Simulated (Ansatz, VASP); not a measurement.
**One calculation of MgS5, two programs**

```
Mg S
1.0
     3.20790    0.00000    0.00000
    -1.60395    2.77812    0.00000
     0.00000    0.00000   14.54880
Mg S
1 5
Direct
  0.00000 0.00000 0.00000
  0.66667 0.33333 0.87580
  0.00000 0.00000 0.61074
  0.66667 0.33333 0.50000
  0.00000 0.00000 0.38926
  0.66667 0.33333 0.12420
```

Change from the starting cell: species swapped into the Mg5Cd type (P-6m2, No. 187).

Alike in both runs: task relaxation of cell and atoms; functional PBE; k mesh 6 × 6 × 2; occupations gaussian, width 0.1 eV; no spin polarisation.

|  | VASP | Ansatz |
| --- | --- | --- |
| version | VASP 6.6.1 | Ansatz 0.2.0 |
| potentials or method | VASP PAW PBE potentials, release 64 (Mg, S), cutoff 600 eV | scalar-relativistic, plane waves, PAW |
| valence electrons in the cell | 32 | 40 |

|  | VASP | Ansatz | Ansatz less VASP |
| --- | --- | --- | --- |
| gap on the k mesh at the Fermi level, each at its own relaxed structure (eV) | none | none | - |
| relaxed volume (Å³/atom) | 21.61 | 21.51 | -0.103 |
| relaxed cell length with the largest relative difference (Å) | 14.549 | 14.489 | -0.0593 |

A gap of «none» marks a metal or a gap that the smearing closes. VASP's potentials hold 32 valence electrons a cell and Ansatz's 40, so a difference there can come from the potentials and not from the codes.

The k mesh is coarse, so the values compare programs but aren't converged. Noted on VASP's run: the relaxation stopped at its first step, so nothing moved.
